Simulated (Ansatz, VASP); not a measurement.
**Two plane-wave programs on Ti3O**

```
Ti O
1.0
     5.06549    0.00000    0.00000
    -2.53275    4.38685    0.00000
     0.00000    0.00000    4.84582
Ti O
6 2
Direct
  0.00000 0.67081 0.75000
  0.00000 0.32919 0.25000
  0.67081 0.00000 0.75000
  0.67081 0.67081 0.25000
  0.32919 0.32919 0.75000
  0.32919 0.00000 0.25000
  0.00000 0.00000 0.50000
  0.00000 0.00000 0.00000
```

Alike in both runs: functional PBEsol; k mesh 12 × 12 × 8; occupations gaussian, width 0.1 eV; no spin polarisation.

Ansatz relaxed the structure, and its values are those at the end. VASP's run is a single point on that final structure, the one shown.

|  | VASP | Ansatz |
| --- | --- | --- |
| version | VASP 6.6.1 | Ansatz 0.2.0 |
| potentials or method | VASP PAW PBE potentials, release 64 (Ti_sv, O), cutoff 520 eV | scalar-relativistic, plane waves, PAW |
| valence electrons in the cell | 84 | 84 |

Ansatz gave:

| Quantity | Value |
| --- | --- |
| gap on the k mesh at the Fermi level (eV) | none |
| pressure (GPa) | 0.0 |
| rms of the force components (eV/Å) | 0.000 |

Question: Estimate VASP's values.

Answer: gap on the k mesh at the Fermi level (eV): none; pressure (GPa): 0.3; rms of the force components (eV/Å): 0.029.

VASP's potentials were made for PBE, not for PBEsol. A gap of «none» marks a metal or a gap that the smearing closes.
